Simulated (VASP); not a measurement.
Write the native input for VASP 6.6.1 that does the following.

* Task: single point
* Functional: PBE
* Potentials or basis: VASP PAW PBE potentials, release 64 (Sb)
* Cutoff: 500 eV
* k mesh: 14 × 14 × 14
* Occupations: fermi-dirac, width 0.1 eV
* Spin: no spin polarisation
* Dipole correction: no
* Further INCAR settings: ALGO = Normal; EDIFF = 1e-06; NBANDS = 8

The structure of Sb lies in POSCAR:

```
Sb
1.0
    0.0000000000      2.3084406308      2.3084406308
    2.3084406308      0.0000000000      2.3084406308
    2.3084406308      2.3084406308      0.0000000000
Sb
1
Direct
    0.0000000000      0.0000000000      0.0000000000
```

This cell differs from its parent crystal: volume scaled by 0.895, to set the pressure.

One way to write it, as run:

INCAR

```
SYSTEM = Sb
PREC = Accurate ; ENCUT = 500
EDIFF = 1E-6 ; ISMEAR = -1
SIGMA = 0.1 ; LREAL = .FALSE.
LASPH = .TRUE. ; NELM = 120
ALGO = Normal ; ISIF = 2
LWAVE = .FALSE. ; LCHARG = .FALSE.
GGA = PE ; NBANDS = 8
GGA_COMPAT = .FALSE.
```

KPOINTS

```
regular mesh
0
G
  14 14 14
  0 0 0
```

Potentials or basis: VASP PAW PBE potentials, release 64 (Sb).

Command:

```console
$ cat potpaw_PBE.64/Sb/POTCAR > POTCAR
$ mpirun -np 1 vasp_std > vasp.out
```

Results of the run:

| Item | Value |
| --- | --- |
| Pressure | 8.2 GPa |

Caveat: the cell differs from its parent crystal (volume scaled by 0.895, to set the pressure).

It took 17 s on 1 thread of AMD EPYC 9R45 (Zen 5), with other jobs on the host, peak memory 0.12 GiB.
